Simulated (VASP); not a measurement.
# Ru2F (P1) in VASP: notebook, part 2 of 2

VASP 6.6.1.

### 3 Relaxation of cell and atoms, PBE

The input, INCAR:

```
SYSTEM = Ru2F
PREC = Accurate ; ENCUT = 600
EDIFF = 1E-6 ; ISMEAR = 0
SIGMA = 0.1 ; LREAL = .False.
LASPH = .True. ; NELM = 100
ALGO = Normal ; ISIF = 3
LWAVE = .False. ; LCHARG = .False.
GGA = PE ; IBRION = 2
NSW = 90 ; EDIFFG = -0.04
```

The input, KPOINTS:

```
regular mesh
0
Gamma
  6 4 4
  0 0 0
```

The input, POSCAR:

```
Ru2F
1.0
    3.7894821768      0.0000000000      0.0000000000
    1.7096854919      3.8792856113      0.0000000000
    1.8203366779     -0.7009566027      5.1032265747
Ru F
4 2
Direct
    0.6533297765      0.1687404132      0.7605848076
    0.6592530583      0.1738477102      0.2750446784
    0.3510190723      0.8263169661      0.5890758597
    0.3418891901      0.8347055395      0.1001295305
    0.9874238719      0.4885750643      0.8989289755
    0.0070850311      0.5078143065      0.3762361482
```

Potentials or basis: VASP PAW PBE potentials, release 64 (Ru_pv, F).

Run with:

```bash
cat potpaw_PBE.64/Ru_pv/POTCAR potpaw_PBE.64/F/POTCAR > POTCAR
mpirun -np 1 vasp_std > vasp.out
```

OUTCAR:

```text
SYSTEM = Ru2F
   PREC = Accurate
   ENCUT = 600
   EDIFF = 1E-6
   ISMEAR = 0
   LREAL = .False.
   LASPH = .True.
   NELM = 100
   ISIF = 3
   GGA = PE
   IBRION = 2
   NSW = 90
   EDIFFG = -0.04

 ion  position               nearest neighbor table
   1  0.653  0.169  0.761-   5 2.19   3 2.30   5 2.46   3 2.53   4 2.58   2 2.65   2 2.82   3 2.83
                             4 2.97
   2  0.659  0.174  0.275-   6 2.17   4 2.25   6 2.46   3 2.54   4 2.58   1 2.65   1 2.82   4 2.86
                             3 2.86
   3  0.351  0.826  0.589-   6 2.19   1 2.30   1 2.53   2 2.54   5 2.60   4 2.68   4 2.78   1 2.83
                             2 2.86
   4  0.342  0.835  0.100-   5 2.17   2 2.25   6 2.42   2 2.58   1 2.58   3 2.68   3 2.78   2 2.86
                             1 2.97
   5  0.987  0.489  0.899-   4 2.17   1 2.19   1 2.46   3 2.60
   6  0.007  0.508  0.376-   2 2.17   3 2.19   4 2.42   2 2.46

  Warning from LATTYP: Got some problem with cell dimensions!
  Tried to take original basis but could not verify dimensions!
[... 410 lines left out ...]

 val. band max:        9.1447383975   @ k =  -0.3333   0.2500   0.2500
 cond. band min:       9.1493220770   @ k =   0.3333   0.2500  -0.0000
 fundamental gap:      0.0045836794
 Fermi energy:         9.1485858115

 k-point     1 :       0.0000    0.0000    0.0000
  band No.  band energies     occupation
      1     -34.2850      2.00000
      2     -34.2290      2.00000
      3     -34.1996      2.00000
      4     -34.0258      2.00000
      5     -34.0086      2.00000
      6     -33.6058      2.00000
[... 1069 lines left out ...]
     41      11.6510      0.00000
     42      12.5170      0.00000

 [... further k-points ...]

------------------------ aborting loop because EDIFF is reached ----------------------------------------

  FORCE on cell =-STRESS in cart. coord.  units (eV):
  Direction    XX          YY          ZZ          XY          YZ          ZX
  --------------------------------------------------------------------------------------
  -------------------------------------------------------------------------------------
  Total       -0.1721102     -0.0386694      0.0115618     -0.1486223      0.0785897      0.0068025
  in kB       -3.5057950     -0.7876758      0.2355085     -3.0273594      1.6008307      0.1385638
  external PRESSURE =      -1.3526541 kB  Pullay stress =       0.0000000 kB
[... 21 lines left out ...]
  FREE ENERGIE OF THE ION-ELECTRON SYSTEM (eV)
  ---------------------------------------------------
  free  energy   TOTEN  =       -41.0991193483 eV

  energy  without entropy=      -41.0786684653  energy(sigma->0) =      -41.08889391

 reached required accuracy - stopping structural energy minimisation
```

It took 34 min on 1 thread of Intel Xeon 6975P-C (Granite Rapids), shared host; peak memory 0.31 GiB.

What came out:

```
Free energy                           : -41.0991 eV
Relaxed volume                        : 13.11 Å³/atom
Relaxed cell                          : a = 3.658 Å, b = 4.464 Å, c = 5.327 Å, α = 89.79°, β = 68.49°, γ = 77.28°
Space group after relaxing (to 0.1 Å) : C2 (No. 5)
Energy gained by relaxing             : 169.5 meV/atom
Ionic steps                           : 27
Pressure after relaxing               : -0.1 GPa
Largest force after relaxing          : 0.040 eV/Å
Band gap on the k mesh                : zero (bands 35 and 36 overlap by 1.53 eV)
```

Forces in eV/Å, atoms in the order of the input:
```
Ru  -0.013  0.003  0.007
Ru  -0.024 -0.031 -0.007
Ru   0.009  0.011 -0.033
Ru   0.020  0.019 -0.002
F   -0.023 -0.012  0.013
F    0.031  0.010  0.022
```

Stress tensor (GPa, compression positive):
```
-0.35 -0.30  0.01
-0.30 -0.08  0.16
 0.01  0.16  0.02
```

The path:
```
step  energy change (eV)  largest force (eV/Å)  pressure (GPa)  volume (Å³)
   1              0.0000                0.4209           10.23        75.02
   2             -0.2284                0.9001          -14.63        83.75
   3             -0.3877                0.6871           -6.68        80.01
   4             -0.7960                0.7878            0.25        77.68
   5             -0.8204                0.9988            3.07        76.98
   6             -0.9739                0.5604            0.53        78.19
   7             -0.9805                0.3768            0.80        78.01
   8             -0.9974                0.1650            0.06        78.75
   9             -0.9974                0.1646            0.11        78.76
  10             -1.0018                0.1387           -0.28        79.00
  11             -1.0024                0.1293           -0.43        79.12
  12             -1.0056                0.1026           -0.08        79.03
  13             -1.0068                0.0854            0.38        78.92
  14             -1.0086                0.0677           -0.20        79.12
  15             -1.0088                0.0817           -0.47        79.21
  16             -1.0103                0.0673           -0.21        79.11
  17             -1.0106                0.0708           -0.01        79.05
  18             -1.0117                0.0678            0.06        78.99
  19             -1.0131                0.1091            0.27        78.81
  20             -1.0138                0.0597           -0.17        78.88
  21             -1.0139                0.0614           -0.37        78.92
  22             -1.0147                0.0544           -0.15        78.78
  23             -1.0151                0.0542            0.11        78.63
  24             -1.0156                0.0471            0.10        78.61
  25             -1.0161                0.0509            0.07        78.57
  26             -1.0168                0.0430           -0.01        78.61
  27             -1.0171                0.0398           -0.14        78.66
```

Final structure:
```yaml
crystal:
  lattice:
    - [3.64500, -0.30756, 0.03465]
    - [1.34374, 4.25392, 0.15510]
    - [1.85089, -0.74442, 4.93949]
  atoms:
    - { symbol: Ru, position: [0.67846, 0.16287, 0.75078] }
    - { symbol: Ru, position: [0.67780, 0.16343, 0.25108] }
    - { symbol: Ru, position: [0.32164, 0.83710, 0.59181] }
    - { symbol: Ru, position: [0.32175, 0.83690, 0.09123] }
    - { symbol: F, position: [0.00351, 0.50156, 0.90697] }
    - { symbol: F, position: [0.99684, 0.49814, 0.40813] }
```

Caveat: the k points lie up to 0.36 Å⁻¹ apart in the final cell, too coarse for converged energies and pressures of a metal.
